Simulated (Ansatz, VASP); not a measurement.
W in VASP and in Ansatz

Contents of INCAR:

```
SYSTEM = W
PREC = Accurate ; ENCUT = 520
EDIFF = 1E-6 ; ISMEAR = 0
SIGMA = 0.15 ; LREAL = .FALSE.
LASPH = .TRUE. ; NELM = 60
ALGO = Fast ; ISIF = 2
LWAVE = .FALSE. ; LCHARG = .FALSE.
GGA = PE ; NBANDS = 66
```

Contents of KPOINTS:

```
Automatic mesh
0
G
  10 10 10
  0 0 0
```

Contents of POSCAR:

```
W
1.0
   -3.1946000000     -3.1946000000      3.1946000000
   -3.1946000000      3.1946000000     -3.1946000000
    3.1946000000     -3.1946000000     -3.1946000000
W
8
Direct
    0.4759090995      0.5000000000      0.5000000000
    0.0000000000      0.5000000000      0.5000000000
    0.5000000000      0.0000000000      0.5000000000
    0.0000000000      0.0000000000      0.5000000000
    0.5000000000      0.5000000000      0.0000000000
    0.0000000000      0.5000000000      0.0000000000
    0.5000000000      0.0000000000      0.0000000000
    0.0000000000      0.0000000000      0.0000000000
```

Input for Ansatz:

```yaml
crystal:
  lattice:
    - [-3.1946, -3.1946, 3.1946]
    - [-3.1946, 3.1946, -3.1946]
    - [3.1946, -3.1946, -3.1946]
  atoms:
    - { symbol: W, position: [0.4759090995, 0.5, 0.5] }
    - { symbol: W, position: [0.0, 0.5, 0.5] }
    - { symbol: W, position: [0.5, 0.0, 0.5] }
    - { symbol: W, position: [0.0, 0.0, 0.5] }
    - { symbol: W, position: [0.5, 0.5, 0.0] }
    - { symbol: W, position: [0.0, 0.5, 0.0] }
    - { symbol: W, position: [0.5, 0.0, 0.0] }
    - { symbol: W, position: [0.0, 0.0, 0.0] }
basis:
  ecutwfc: 420
kpoints:
  mp_grid: { grid: [10, 10, 10] }
hamiltonian:
  xc: pbe
scf:
  occupations: { method: gaussian, width: 0.15 }
output:
  forces: true
  stress: true
  eigenvalues: true
```

Alike in both runs: task single point; functional PBE; k mesh 10 × 10 × 10; occupations gaussian, width 0.15 eV; no spin polarisation.

|  | VASP | Ansatz |
| --- | --- | --- |
| version | VASP 6.6.1 | Ansatz 0.2.0 |
| potentials or method | VASP PAW PBE potentials, release 64 (W_sv), cutoff 520 eV | scalar-relativistic, plane waves, PAW |
| valence electrons in the cell | 112 | 112 |

```csv
,VASP,Ansatz,Ansatz less VASP
gap on the k mesh at the Fermi level (eV),none,none,-
pressure (GPa),-2.0,-2.5,-0.45
rms of the force components (eV/Å),0.520,0.515,-0.0047
```

Atom by atom the forces differ by 0.005 eV/Å (rms over components). A gap of «none» marks a metal or a gap that the smearing closes.

Neither program's run includes spin-orbit coupling.
